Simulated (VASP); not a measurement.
CuI2: single point with PBE

The system is CuI2.

```
Cu I
1.0
     5.20038    0.00000    0.00000
     0.00000    5.20038    0.00000
     0.00000    0.00000    4.54417
Cu I
1 2
Direct
  0.00000 0.00000 0.00000
  0.00000 0.50000 0.00000
  0.50000 0.00000 0.00000
```

| Property | Result |
| --- | --- |
| Program | VASP 6.6.1 |
| Task | single point |
| Functional | PBE |
| Potentials or basis | VASP PAW PBE potentials, release 64 (Cu, I) |
| Cutoff | 520 eV |
| k mesh | 2 × 2 × 2 |
| Occupations | gaussian, width 0.1 eV |
| Spin | no spin polarisation |
| Dipole correction | no |
| Further INCAR settings | ALGO = Normal; EDIFF = 1e-06; NBANDS = 20 |

```
Pressure : 0.3 GPa
```

Stress tensor (GPa, compression positive):
```
-0.48  0.00  0.00
 0.00 -0.48  0.00
 0.00  0.00  1.84
```

Levels at points of the mesh, in eV from the Fermi level:
| k point | band 9 | band 10 | band 11 | band 12 | band 13 | band 14 | band 15 | band 16 | band 17 | band 18 |
| --- | --- | --- | --- | --- | --- | --- | --- | --- | --- | --- |
| (0.00, 0.00, 0.00) | -1.85 | -1.76 | -0.53 | -0.53 | -0.47 | 0.83 | 4.49 | 6.34 | 6.96 | 8.02 |
| (0.50, 0.00, 0.00) | -1.81 | -1.41 | -1.18 | -0.93 | -0.50 | 4.68 | 5.85 | 6.28 | 6.36 | 6.53 |
| (0.50, 0.50, 0.00) | -1.52 | -0.47 | -0.47 | 0.44 | 1.52 | 4.88 | 5.81 | 5.81 | 6.41 | 6.71 |
| (0.00, 0.00, 0.50) | -1.97 | -1.76 | -1.24 | -0.45 | -0.45 | 1.31 | 5.62 | 6.36 | 6.39 | 6.39 |
| (0.50, 0.00, 0.50) | -1.82 | -1.67 | -1.23 | -1.08 | -0.86 | 4.12 | 5.30 | 6.55 | 6.70 | 7.41 |
| (0.50, 0.50, 0.50) | -1.47 | -1.04 | -1.04 | 0.51 | 1.57 | 2.53 | 4.98 | 6.18 | 6.18 | 7.67 |

Run time: 17 s on 1 thread of AMD EPYC 7R13 Processor (Zen 3), on a shared host, peak memory 0.2 GiB.

Caveat: the k points lie up to 0.69 Å⁻¹ apart; spin-orbit coupling is left out, which moves the levels of the heavy elements; this functional lacks dispersion, which binds the layers, so the pressure and a relaxed spacing across them are unreliable; an odd number of electrons without spin polarisation forces a metal; a magnetic or distorted state may lie lower; semilocal functionals often make such compounds metallic where correlation or magnetic order opens a gap, which also shifts bond lengths.
